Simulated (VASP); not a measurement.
Input of a VASP 6.6.1 run:

The input INCAR:

```
SYSTEM = AlCo
  PREC = Accurate
  ENCUT = 600
  EDIFF = 1E-6
  ISMEAR = -1
  SIGMA = 0.08
  LREAL = .FALSE.
  LASPH = .TRUE.
  NELM = 100
  ALGO = Normal
  ISIF = 3
  LWAVE = .FALSE.
  LCHARG = .FALSE.
  GGA = PE
  IBRION = 2
  NSW = 60
  EDIFFG = -0.005
  PSTRESS = 250.0
```

File KPOINTS:

```
Automatic mesh
0
G
  13 13 13
  0 0 0
```

The input POSCAR:

```
AlCo
1.0
    0.0000000000      2.3822193045      2.3822193045
    2.3822193045      0.0000000000      2.3822193045
    2.3822193045      2.3822193045      0.0000000000
Co Al
1 1
Direct
    0.0000000000      0.0000000000      0.0000000000
    0.2500000000      0.2500000000      0.2500000000
```

Potentials or basis: VASP PAW PBE potentials, release 64 (Co, Al).

Command:

```sh
$ cat potpaw_PBE.64/Co/POTCAR potpaw_PBE.64/Al/POTCAR > POTCAR
$ mpirun -np 1 vasp_std > vasp.out
```

Problem. What does it give for the relaxed cell?

Solution. a = 3.483 Å, b = 3.483 Å, c = 3.483 Å, α = 60.00°, β = 60.00°, γ = 60.00°.

Problem. Estimate the relaxed volume.

Solution. 14.95 Å³/atom.

Problem. Estimate the space group after relaxing (to 0.05 Å).

Solution. F-43m (No. 216).

Problem. What does it give for the band gap on the k mesh?

Solution. 0.04 eV, indirect (least direct gap 0.38 eV).

Step by step:
```
step  energy change (eV)  largest force (eV/Å)  pressure (GPa)  volume (Å³)
   1              0.0000                0.0000           43.09        27.04
   2             -0.9781                0.0000           10.49        33.46
   3             -0.6062                0.0000           24.64        29.96
   4             -0.5961                0.0000           24.99        29.89
```

Caveat: the cell is relaxed towards a set pressure, so the enthalpy falls and the energy may rise. A k mesh can miss the band edges.
